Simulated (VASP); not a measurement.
Wanted: the native input for a VASP 6.6.1 run.

```yaml
Task: single point
Functional: r2SCAN
Potentials_or_basis: VASP PAW PBE potentials, release 64 (B_h, N_h)
Cutoff: 1460 eV
k_mesh: 12 × 12 × 6
Occupations: gaussian, width 0.01 eV
Spin: no spin polarisation
Dipole_correction: no
Further_INCAR_settings: ALGO = Normal; EDIFF = 1e-06; NBANDS = 16
```

Crystal: BN.

```
B N
1.0
     2.53123    0.00000    0.00000
    -1.26562    2.19211    0.00000
     0.00000    0.00000    4.18678
B N
2 2
Direct
  0.33333 0.66667 0.00026
  0.66667 0.33333 0.50026
  0.33333 0.66667 0.37474
  0.66667 0.33333 0.87474
```

This cell differs from its parent crystal: strain -0.5%.

The input as run:

POSCAR

```
BN
1.0
    2.5312302487      0.0000000000      0.0000000000
   -1.2656151244      2.1921096982      0.0000000000
    0.0000000000      0.0000000000      4.1867762627
B N
2 2
Direct
    0.3333333333      0.6666666667      0.0002584899
    0.6666666667      0.3333333333      0.5002584899
    0.3333333333      0.6666666667      0.3747415101
    0.6666666667      0.3333333333      0.8747415101
```

INCAR.step1

```
PREC = Accurate
ENCUT = 1460
ISMEAR = 0
SIGMA = 0.01
LREAL = F
LASPH = T
NELM = 120
NBANDS = 16
GGA = PE
ALGO = Normal
EDIFF = 1E-5
LWAVE = T
LCHARG = F
GGA_COMPAT = F
```

INCAR.step2

```
PREC = Accurate
ENCUT = 1460
EDIFF = 1E-6
ISMEAR = 0
SIGMA = 0.01
LREAL = F
LASPH = T
NELM = 120
ALGO = Normal
ISIF = 2
LWAVE = F
LCHARG = F
METAGGA = R2SCAN
LMIXTAU = T
NBANDS = 16
ISTART = 1
GGA_COMPAT = F
```

KPOINTS

```
Automatic mesh
0
Gamma
  12 12 6
```

Potentials or basis: VASP PAW PBE potentials, release 64 (B_h, N_h).

Command:

```bash
$ cat potpaw_PBE.64/B_h/POTCAR potpaw_PBE.64/N_h/POTCAR > POTCAR
$ cp INCAR.step1 INCAR
$ mpirun -np 1 vasp_std > vasp.out
$ cp INCAR.step2 INCAR
$ mpirun -np 1 vasp_std > vasp.out
```

Results of the run:

* Pressure: 5.6 GPa
* Band gap on the k mesh: 5.71 eV (least direct gap 9.08 eV)

Caveat: the cell differs from its parent crystal (strain -0.5%); the cell stands under pressure; the structure was generated, so it needn't be the stable form of BN; the PAW data sets were made with another functional, which shifts forces and pressure a little.

Wall time 11 min on 1 thread of AMD EPYC 7571, on a shared host, peak memory 0.26 GiB.
